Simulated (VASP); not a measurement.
Set up this calculation in VASP 6.6.1, as the native input.

```
Task                   : single point
Functional             : PBEsol
Potentials or basis    : VASP PAW PBE potentials, release 64 (Ir)
Cutoff                 : 520 eV
k mesh                 : 15 × 15 × 15
Occupations            : fermi-dirac, width 0.05 eV
Spin                   : no spin polarisation
Dipole correction      : no
Further INCAR settings : ALGO = Normal; EDIFF = 1e-06; NBANDS = 10
```

The structure of Ir lies in POSCAR:

```
Ir
1.0
    0.0000000000      1.9197000000      1.9005030000
    1.9197000000      0.0000000000      1.9005030000
    1.9197000000      1.9197000000      0.0000000000
Ir
1
Direct
    0.0000000000      0.0000000000      0.0000000000
```

This cell differs from its parent crystal: zz strain of -1 %.

These files were run (other wordings do the same):

INCAR

```
  ALGO = Normal
  EDIFF = 1E-6
  ENCUT = 520
  GGA = PS
  ISIF = 2
  ISMEAR = -1
  LASPH = True
  LCHARG = False
  LREAL = False
  LWAVE = False
  NBANDS = 10
  NELM = 100
  PREC = Accurate
  SIGMA = 0.05
```

KPOINTS

```
k-points
0
Gamma
  15 15 15
```

Potentials or basis: VASP PAW PBE potentials, release 64 (Ir).

The run is started by

```sh
$ cat potpaw_PBE.64/Ir/POTCAR > POTCAR
$ mpirun -np 1 vasp_std > vasp.out
```

It gave:

```yaml
Pressure: 2.1 GPa
```

Caveat: the cell differs from its parent crystal (zz strain of -1 %); the PAW data sets were made with another functional, which shifts forces and pressure a little.

Wall time 12 s on 1 thread of Intel(R) Xeon(R) 6975P-C (Granite Rapids), on a shared host, peak memory 0.16 GiB.
